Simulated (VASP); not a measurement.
# WC (I4/mmm) in VASP: further runs

Runs on WC. Level: r2SCAN. Tasks: single point.

Everything below comes from runs of VASP 6.6.1. Logs are shortened: lines on timing, memory, paths and dates and some standing lists are left out, and cuts for length are marked.

### 1 The cell of the first run

Symmetry: I4/mmm, No. 139, tetragonal system. The conventional cell has a = 3.086 Å, b = 3.086 Å, c = 4.147 Å, α = 90.00°, β = 90.00°, γ = 90.00°. W (site symmetry 4/mmm) has 6 C at 2.07 to 2.18 Å within 2.7 Å. Within 2.7 Å of C (site symmetry 4/mmm) lie 6 W at 2.07 to 2.18 Å.

### 2 Single point, r2SCAN (strain +0.000 along x and y, -0.050 along z)

Contents of POSCAR:

```
WC
1.0
    0.0000000000      2.1824154782      2.0732947043
    2.1824154782      0.0000000000      2.0732947043
    2.1824154782      2.1824154782      0.0000000000
W C
1 1
Direct
    0.0000000000      0.0000000000      0.0000000000
    0.5000000000      0.5000000000      0.5000000000
```

Contents of INCAR.step1:

```
PREC = Accurate
ENCUT = 520
ISMEAR = 0
SIGMA = 0.15
LREAL = F
LASPH = T
NELM = 100
NBANDS = 16
GGA = PE
ALGO = Normal
EDIFF = 1E-4
LWAVE = T
LCHARG = F
```

Contents of INCAR.step2:

```
PREC = Accurate
ENCUT = 520
EDIFF = 1E-6
ISMEAR = 0
SIGMA = 0.15
LREAL = F
LASPH = T
NELM = 100
ALGO = Normal
ISIF = 2
LWAVE = F
LCHARG = F
METAGGA = R2SCAN
LMIXTAU = T
NBANDS = 16
ISTART = 1
```

Contents of KPOINTS:

```
Automatic mesh
0
Gamma
  24 24 24
```

Potentials or basis: VASP PAW PBE potentials, release 64 (W_sv, C).

On the command line:

```sh
$ cat potpaw_PBE.64/W_sv/POTCAR potpaw_PBE.64/C/POTCAR > POTCAR
$ cp INCAR.step1 INCAR
$ mpirun -np 1 vasp_std > vasp.out
$ cp INCAR.step2 INCAR
$ mpirun -np 1 vasp_std > vasp.out
```

OUTCAR:

```text
PREC = Accurate
   ENCUT = 520
   EDIFF = 1E-6
   ISMEAR = 0
   LREAL = F
   LASPH = T
   NELM = 100
   ISIF = 2
   METAGGA = R2SCAN
   ISTART = 1

 ion  position               nearest neighbor table
   1  0.000  0.000  0.000-   2 2.07   2 2.07   2 2.18   2 2.18   2 2.18   2 2.18
   2  0.500  0.500  0.500-   1 2.07   1 2.07   1 2.18   1 2.18   1 2.18   1 2.18

  LATTYP: Found a body centered tetragonal cell.
 ALAT       =     3.0864015680
 C/A-ratio  =     1.3435028843

  Lattice vectors:

 A1 = (   0.0000000000,  -2.1824154782,  -2.0732947043)
 A2 = (   0.0000000000,   2.1824154782,  -2.0732947043)
 A3 = (   2.1824154782,   0.0000000000,   2.0732947043)

Analysis of symmetry for initial positions (statically):
=====================================================================
 Subroutine PRICEL returns:
 Original cell was already a primitive cell.

 Routine SETGRP: Setting up the symmetry group for a
 body centered tetragonal supercell.

 Subroutine GETGRP returns: Found 16 space group operations
 (whereof 16 operations were pure point group operations)
 out of a pool of 16 trial point group operations.

The static configuration has the point symmetry D_4h.

Analysis of symmetry for dynamics (positions and initial velocities):
=====================================================================
 Subroutine PRICEL returns:
 Original cell was already a primitive cell.

 Routine SETGRP: Setting up the symmetry group for a
 body centered tetragonal supercell.

 Subroutine GETGRP returns: Found 16 space group operations
 (whereof 16 operations were pure point group operations)
 out of a pool of 16 trial point group operations.

The dynamic configuration has the point symmetry D_4h.

 Subroutine INISYM returns: Found 16 space group operations
 (whereof 16 operations are pure point group operations),
 and found     1 'primitive' translations

----------------------------------------------------------------------------------------

                                     Primitive cell

  volume of cell :      19.7499

  direct lattice vectors                    reciprocal lattice vectors
     0.000000000  2.182415478  2.073294704    -0.229103947  0.229103947  0.241162049
     2.182415478  0.000000000  2.073294704     0.229103947 -0.229103947  0.241162049
     2.182415478  2.182415478  0.000000000     0.229103947  0.229103947 -0.241162049

  length of vectors
     3.010230598  3.010230598  3.086401568     0.403901437  0.403901437  0.403901437

  position of ions in fractional coordinates (direct lattice)
     0.000000000  0.000000000  0.000000000
     0.500000000  0.500000000  0.500000000

  ion indices of the primitive-cell ions
   primitive index   ion index
                 1           1
                 2           2

----------------------------------------------------------------------------------------

 KPOINTS: Automatic mesh

Automatic generation of k-mesh.
 Grid dimensions read from file:
 generate k-points for:   24   24   24

 Generating k-lattice:

  Cartesian coordinates                     Fractional coordinates (reciprocal lattice)
    -0.009545998  0.009545998  0.010048419     0.041666667  0.000000000  0.000000000
     0.009545998 -0.009545998  0.010048419     0.000000000  0.041666667  0.000000000
     0.009545998  0.009545998 -0.010048419     0.000000000  0.000000000  0.041666667

  Length of vectors
     0.016829227  0.016829227  0.016829227

  Shift w.r.t. Gamma in fractional coordinates (k-lattice)
     0.000000000  0.000000000  0.000000000

 Subroutine IBZKPT returns following result:
 ===========================================

 Found   1063 irreducible k-points:

 Following reciprocal coordinates:
            Coordinates               Weight
  0.000000  0.000000  0.000000      1.000000
  0.041667  0.000000  0.000000      8.000000
  0.083333  0.000000  0.000000      8.000000
  0.125000  0.000000  0.000000      8.000000
  0.166667  0.000000  0.000000      8.000000
  0.208333  0.000000  0.000000      8.000000
[... 16 lines left out ...]
  0.416667  0.041667  0.000000      8.000000
  0.458333  0.041667  0.000000      8.000000
 [... further k-points ...]
   k-points           NKPTS =   1063   k-points in BZ     NKDIM =   1063   number of bands    NBANDS=     16
   number of dos      NEDOS =    301   number of ions     NIONS =      2
   total plane-waves  NPLWV =  13824
   dimension x,y,z NGX =    24 NGY =   24 NGZ =   24
   dimension x,y,z NGXF=    48 NGYF=   48 NGZF=   48
   ions per type =               1   1
   NGX,Y,Z   is equivalent  to a cutoff of  13.25, 13.25, 12.93 a.u.
   NGXF,Y,Z  is equivalent  to a cutoff of  26.51, 26.51, 25.85 a.u.
 SYSTEM =  unknown system
   PREC   = accura    normal or accurate (medium, high low for compatibility)
   ISTART =      1    job   : 0-new  1-cont  2-samecut
   ICHARG =      0    charge: 1-file 2-atom 10-const
   ISPIN  =      1    spin polarized calculation?
   LNONCOLLINEAR =      F non collinear calculations
   LSORBIT =      F    spin-orbit coupling
   LASPH  =      T    aspherical Exc in radial PAW
   ENCUT  =  520.0 eV  38.22 Ry    6.18 a.u.   5.60  5.60  5.74*2*pi/ulx,y,z
   NELM   =    100;   NELMIN=  2; NELMDL=  0     # of ELM steps
   EDIFF  = 0.1E-05   stopping-criterion for ELM
   LREAL  =      F    real-space projection
   EDIFFG = 0.1E-04   stopping-criterion for IOM
   NSW    =      0    number of steps for IOM
   IBRION =     -1    ionic relax: 0-MD 1-quasi-New 2-CG
   NFREE  =      0    steps in history (QN), initial steepest desc. (CG)
   ISIF   =      2    stress and relaxation
   ISYM   =      2    0-nonsym 1-usesym 2-fastsym
   POTIM  = 0.5000    time-step for ionic-motion
   TEBEG  =    0.0;   TEEND  =   0.0 temperature during run
   PSTRESS=    0.0 pullay stress
   NELECT =      18.0000    total number of electrons
   NUPDOWN=      -1.0000    fix difference up-down
   EMIN   =  10.00;   EMAX   =-10.00  energy-range for DOS
   EFERMI =   0.00;   METHOD = LEGACY
   ISMEAR =     0;   SIGMA  =   0.15  broadening in eV -4-tet -1-fermi 0-gaus
   EFERMI_NEDOS =   21; number of points for ismear=-14 and -15
   IALGO  =     38    algorithm
   IMIX   =      4    mixing-type and parameters
     AMIX     =   0.40;   BMIX     =  1.00
     AMIX_MAG =   1.60;   BMIX_MAG =  1.00
  volume/ion in A,a.u.               =       9.87        66.64
  Fermi-wavevector in a.u.,A,eV,Ry     =   1.587244  2.999456 34.277750  2.519344
  Thomas-Fermi vector in A             =   2.686431
   LORBIT       =      0    0 simple, 1 ext, 2 COOP (PROOUT), +10 PAW based schemes
   METAGGA = R2SCAN    functional components
   LHFCALC =     F    Hartree Fock is set to
   AEXX    =    0.0000 exact exchange contribution
   IVDW    =     0    specifies the selected vdW correction
   LEPSILON=     F    determine dielectric tensor
   LRPA    =     F    only Hartree local field effects (RPA)
 non-spin polarized calculation
 Gauss-broadening in eV      SIGMA  =   0.15
  energy-cutoff  :      520.00
  volume of cell :       19.75
 maximum number of plane-waves:       546
   NGX = 11   NGY = 11   NGZ = 11

 number of electron      17.9999999 magnetization

 Free energy of the ion-electron system (eV)
  ---------------------------------------------------
  ext. energy  EPLUGINS =         0.00000000
  ---------------------------------------------------
  free energy    TOTEN  =       -60.46222984 eV

  energy without entropy =      -60.45268120  energy(sigma->0) =      -60.45745552

 E-fermi :  13.4224     XC(G=0): -15.2757

 val. band max:       13.4152633665   @ k =  -0.2917   0.3750   0.1667
 cond. band min:      13.4223769596   @ k =   0.3333   0.1250   0.0833
 fundamental gap:      0.0071135930
 Fermi energy:        13.4223613213

 k-point     1 :       0.0000    0.0000    0.0000
  band No.  band energies     occupation
      1     -63.9775      2.00000
      2     -27.3225      2.00000
      3     -27.2986      2.00000
      4     -27.2986      2.00000
      5      -3.8881      2.00000
      6      10.1128      2.00000
[... 8 lines left out ...]
     15      23.9458      0.00000
     16      37.5236      0.00000

 k-point     2 :       0.0417    0.0000    0.0000
  band No.  band energies     occupation
      1     -63.9765      2.00000
      2     -27.3305      2.00000
      3     -27.3059      2.00000
      4     -27.3006      2.00000
      5      -3.8324      2.00000
      6       9.9671      2.00000
[... 8 lines left out ...]
     15      24.0752      0.00000
     16      37.1247      0.00000

 k-point     3 :       0.0833    0.0000    0.0000
  band No.  band energies     occupation
      1     -63.9736      2.00000
      2     -27.3673      2.00000
      3     -27.3140      2.00000
      4     -27.3065      2.00000
      5      -3.6672      2.00000
      6       9.5076      2.00000
[... 8 lines left out ...]
     15      24.4494      0.00000
     16      36.0527      0.00000

 k-point     4 :       0.1250    0.0000    0.0000
  band No.  band energies     occupation
      1     -63.9690      2.00000
      2     -27.4326      2.00000
      3     -27.3195      2.00000
      4     -27.3159      2.00000
      5      -3.3982      2.00000
      6       8.8392      2.00000
[... 8 lines left out ...]
     15      25.0233      0.00000
     16      34.7027      0.00000

 k-point     5 :       0.1667    0.0000    0.0000
  band No.  band energies     occupation
      1     -63.9631      2.00000
      2     -27.5181      2.00000
      3     -27.3281      2.00000
      4     -27.3252      2.00000
      5      -3.0345      2.00000
      6       8.0827      2.00000
[... 8 lines left out ...]
     15      25.7104      0.00000
     16      33.4231      0.00000

 k-point     6 :       0.2083    0.0000    0.0000
  band No.  band energies     occupation
      1     -63.9561      2.00000
      2     -27.6167      2.00000
      3     -27.3422      2.00000
      4     -27.3315      2.00000
      5      -2.5875      2.00000
      6       7.2979      2.00000
[... 8 lines left out ...]
     15      26.3767      0.00000
     16      32.4762      0.00000

 k-point     7 :       0.2500    0.0000    0.0000
  band No.  band energies     occupation
      1     -63.9486      2.00000
      2     -27.7209      2.00000
      3     -27.3573      2.00000
      4     -27.3381      2.00000
      5      -2.0708      2.00000
      6       6.5109      2.00000
[... 8 lines left out ...]
     15      26.9088      0.00000
     16      31.8593      0.00000

 k-point     8 :       0.2917    0.0000    0.0000
  band No.  band energies     occupation
      1     -63.9411      2.00000
      2     -27.8236      2.00000
      3     -27.3723      2.00000
      4     -27.3447      2.00000
      5      -1.4993      2.00000
      6       5.7345      2.00000
[... 8 lines left out ...]
     15      27.3778      0.00000
     16      30.3536      0.00000

 k-point     9 :       0.3333    0.0000    0.0000
  band No.  band energies     occupation
      1     -63.9341      2.00000
      2     -27.9179      2.00000
      3     -27.3863      2.00000
      4     -27.3507      2.00000
      5      -0.8883      2.00000
      6       4.9764      2.00000
[... 8 lines left out ...]
     15      27.8885      0.00000
     16      28.9565      0.00000
[... 172 lines left out ...]
 k-point    19 :       0.2500    0.0417    0.0000
  band No.  band energies     occupation
      1     -63.9498      2.00000
      2     -27.6966      2.00000
      3     -27.3661      2.00000
      4     -27.3313      2.00000
      5      -2.1602      2.00000
      6       6.6980      2.00000
[... 8 lines left out ...]
     15      26.8678      0.00000
     16      31.8107      0.00000

 k-point    20 :       0.2917    0.0417    0.0000
  band No.  band energies     occupation
      1     -63.9423      2.00000
      2     -27.7988      2.00000
      3     -27.3811      2.00000
      4     -27.3386      2.00000
      5      -1.6058      2.00000
      6       5.9196      2.00000
[... 8 lines left out ...]
     15      27.3671      0.00000
     16      30.3914      0.00000

 k-point    21 :       0.3333    0.0417    0.0000
  band No.  band energies     occupation
      1     -63.9352      2.00000
      2     -27.8944      2.00000
      3     -27.3947      2.00000
      4     -27.3464      2.00000
      5      -1.0101      2.00000
      6       5.1586      2.00000
[... 8 lines left out ...]
     15      27.9026      0.00000
     16      29.0709      0.00000

 k-point    22 :       0.3750    0.0417    0.0000
  band No.  band energies     occupation
      1     -63.9289      2.00000
      2     -27.9773      2.00000
      3     -27.4059      2.00000
      4     -27.3541      2.00000
      5      -0.3910      2.00000
      6       4.4233      2.00000
[... 8 lines left out ...]
     15      27.9065      0.00000
     16      28.3695      0.00000

 k-point    23 :       0.4167    0.0417    0.0000
  band No.  band energies     occupation
      1     -63.9239      2.00000
      2     -28.0423      2.00000
      3     -27.4140      2.00000
      4     -27.3612      2.00000
      5       0.2287      2.00000
      6       3.7264      2.00000
[... 8 lines left out ...]
     15      26.9566      0.00000
     16      27.7950      0.00000

 k-point    24 :       0.4583    0.0417    0.0000
  band No.  band energies     occupation
      1     -63.9206      2.00000
      2     -28.0854      2.00000
      3     -27.4184      2.00000
      4     -27.3674      2.00000
      5       0.8025      2.00000
      6       3.1047      2.00000
[... 8 lines left out ...]
     15      26.2796      0.00000
     16      27.0441      0.00000

 [... further k-points ...]

------------------------ aborting loop because EDIFF is reached ----------------------------------------

  FORCE on cell =-STRESS in cart. coord.  units (eV):
  Direction    XX          YY          ZZ          XY          YZ          ZX
  --------------------------------------------------------------------------------------
  -------------------------------------------------------------------------------------
  Total        1.5243162      1.5243162      6.7251184      0.0000000      0.0000000      0.0000000
  in kB      123.6572937    123.6572937    545.5626350      0.0000000      0.0000000      0.0000000
  external PRESSURE =     264.2924074 kB  Pullay stress =       0.0000000 kB

 VOLUME and BASIS-vectors are now :
 -----------------------------------------------------------------------------
  energy-cutoff  :      520.00
  volume of cell :       19.75
      direct lattice vectors                 reciprocal lattice vectors
     0.000000000  2.182415478  2.073294704    -0.229103947  0.229103947  0.241162049
     2.182415478  0.000000000  2.073294704     0.229103947 -0.229103947  0.241162049
     2.182415478  2.182415478  0.000000000     0.229103947  0.229103947 -0.241162049

 POSITION                                       TOTAL-FORCE (eV/Angst)
 -----------------------------------------------------------------------------------
      0.00000      0.00000      0.00000        -0.000000      0.000000      0.000000
      2.18242      2.18242      2.07329         0.000000     -0.000000      0.000000
 -----------------------------------------------------------------------------------
    total drift:                                0.000000     -0.000000     -0.000000

  FREE ENERGIE OF THE ION-ELECTRON SYSTEM (eV)
  ---------------------------------------------------
  free  energy   TOTEN  =       -60.4622298362 eV

  energy  without entropy=      -60.4526811966  energy(sigma->0) =      -60.45745552
```

Wall time 12 min (1 thread of Intel Xeon Platinum 8259CL at 2.50GHz (Skylake/Cascade Lake), shared host); peak memory 0.43 GiB.

Results:

| Property | Result |
| --- | --- |
| Free energy | -60.4622 eV |
| Pressure | 26.4 GPa |
| Band gap on the k mesh | zero (band 9 reaches 14.64 eV, above the bottom of band 10 at 11.15 eV) |

Caveat: the cell differs from its parent crystal (strain +0.000 along x and y, -0.050 along z); the PAW data sets were made with another functional, which shifts forces and pressure a little; spin-orbit coupling is left out, which moves the levels of the heavy elements.

### 3 Single point, r2SCAN (strain +0.050 along x and y, -0.050 along z)

Contents of POSCAR:

```
WC
1.0
    0.0000000000      2.2915362521      2.0732947043
    2.2915362521      0.0000000000      2.0732947043
    2.2915362521      2.2915362521      0.0000000000
W C
1 1
Direct
    0.0000000000      0.0000000000      0.0000000000
    0.5000000000      0.5000000000      0.5000000000
```

Contents of INCAR.step1:

```
SYSTEM = WC
PREC = Accurate
ENCUT = 520
ISMEAR = 0
SIGMA = 0.15
LREAL = .FALSE.
LASPH = .TRUE.
NELM = 60
NBANDS = 16
GGA = PE
ALGO = Normal
EDIFF = 1E-4
LWAVE = .TRUE.
LCHARG = .FALSE.
```

Contents of INCAR.step2:

```
SYSTEM = WC
PREC = Accurate
ENCUT = 520
EDIFF = 1E-7
ISMEAR = 0
SIGMA = 0.15
LREAL = .FALSE.
LASPH = .TRUE.
NELM = 60
ALGO = Normal
ISIF = 2
LWAVE = .FALSE.
LCHARG = .FALSE.
METAGGA = R2SCAN
LMIXTAU = .TRUE.
NBANDS = 16
ISTART = 1
```

Contents of KPOINTS:

```
regular mesh
0
G
  24 24 24
  0 0 0
```

Potentials or basis: VASP PAW PBE potentials, release 64 (W_sv, C).

On the command line:

```sh
$ cat potpaw_PBE.64/W_sv/POTCAR potpaw_PBE.64/C/POTCAR > POTCAR
$ cp INCAR.step1 INCAR
$ mpirun -np 1 vasp_std > vasp.out
$ cp INCAR.step2 INCAR
$ mpirun -np 1 vasp_std > vasp.out
```

Run time: 13 min. Hardware: 1 thread of Intel Xeon Platinum 8259CL at 2.50GHz (Skylake/Cascade Lake), shared host; peak memory 0.45 GiB.

It converged, with:

```
Free energy            : -60.3495 eV
Pressure               : -6.8 GPa
Band gap on the k mesh : zero (band 9 reaches 13.61 eV, above the bottom of band 10 at 10.10 eV)
```

Stress tensor (GPa, compression positive):
```
-25.78   0.00   0.00
  0.00 -25.78   0.00
  0.00   0.00  31.15
```

Levels at points of the mesh, in eV from the Fermi level:
| k point | band 5 | band 6 | band 7 | band 8 | band 9 | band 10 | band 11 | band 12 | band 13 | band 14 |
| --- | --- | --- | --- | --- | --- | --- | --- | --- | --- | --- |
| (0.00, 0.00, 0.00) | -16.41 | -3.01 | -3.01 | -1.86 | -1.50 | -1.21 | -1.21 | -0.93 | -0.77 | 7.43 |
| (0.50, 0.00, 0.00) | -11.89 | -9.88 | -6.81 | -6.77 | 0.67 | 1.59 | 2.64 | 5.22 | 7.79 | 9.40 |
| (0.50, 0.50, 0.00) | -14.17 | -5.65 | -4.93 | -3.08 | -3.08 | 1.05 | 2.21 | 2.21 | 6.46 | 7.03 |
| (0.50, 0.00, 0.50) | -14.35 | -6.12 | -5.52 | -2.45 | -2.20 | 0.48 | 1.71 | 2.62 | 4.98 | 8.23 |

Caveat: the cell differs from its parent crystal (strain +0.050 along x and y, -0.050 along z); the PAW data sets were made with another functional, which shifts forces and pressure a little; spin-orbit coupling is left out, which moves the levels of the heavy elements.
